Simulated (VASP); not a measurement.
Runs of VASP 6.6.1 on WSe2. Symmetry: P-3m1, No. 164, trigonal system. The conventional cell has a = 3.315 Å, b = 3.315 Å, c = 6.519 Å, α = 90.00°, β = 90.00°, γ = 120.00°. W (site symmetry -3m) has 6 Se at 2.54 Å and 6 W at 3.32 Å within 3.4 Å. Within 3.4 Å of Se (site symmetry 3m) lie 3 W at 2.54 Å and 6 Se at 3.32 Å. 

| smearing | gap on the mesh (eV) | pressure (GPa) | largest force (eV/Å) |
| --- | --- | --- | --- |
| tetrahedron | none | 1.5 | - |
| gaussian 0.2 eV | none | (a) | 0.04 |
| fermi-dirac 0.02 eV | none | 1.8 | 0.06 |
| methfessel-paxton 0.001 eV | none | 1.8 | 0.08 |

Alike in all rows: task single point; level r2SCAN; potentials or basis VASP PAW PBE potentials, release 64 (W_sv, Se); no spin polarisation; cell as given; k mesh 6 × 6 × 4; cutoff (eV) 520.

Task: Fill in the values left out.

Result: (a) 1.7.

Caveats: all runs use coarse meshes; the PAW data sets were made with another functional, which shifts forces and pressure a little; spin-orbit coupling is left out, which moves the levels of the heavy elements; tetrahedron occupations give inexact forces and stress in metals (at least some runs).

A k mesh can miss the band edges, and the runs leave out spin-orbit coupling on Se, W.

A gap of «none» marks levels without a gap at the run's occupations.
